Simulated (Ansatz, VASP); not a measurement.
Te in VASP and in Ansatz

```xyz
1
Lattice="1.9600 1.3313 1.6910 -1.9600 1.3313 1.6910 0.0000 -2.6626 1.6910" Properties=species:S:1:pos:R:3 pbc="T T T"
Te    0.0000    0.0000    2.5364
```

Change from the starting cell: strain -0.1500 x Voigt [1, 0, 0, 0, 0, 0], atoms carried along.

Alike in both runs: task single point; functional LDA; k mesh 15 × 15 × 15; occupations gaussian, width 0.15 eV; no spin polarisation.

|  | VASP | Ansatz |
| --- | --- | --- |
| version | VASP 6.6.1 | Ansatz 0.2.0 |
| potentials or method | VASP PAW LDA potentials, release 64 (Te), cutoff 520 eV | scalar-relativistic, plane waves, PAW |
| valence electrons in the cell | 6 | 16 |

```tsv
	VASP	Ansatz	Ansatz less VASP
gap on the k mesh at the Fermi level (eV)	none	none	-
pressure (GPa)	13.0	12.7	-0.30
traceless stress, the component that is largest in VASP (GPa)	5.39	5.31	-0.088
```

LDA's correlation is that of Perdew and Zunger in VASP and of Perdew and Wang (1992) in Ansatz. A gap of «none» marks a metal or a gap that the smearing closes. VASP's potentials hold 6 valence electrons a cell and Ansatz's 16, so a difference there can come from the potentials and not from the codes.

Spin-orbit coupling is off throughout.
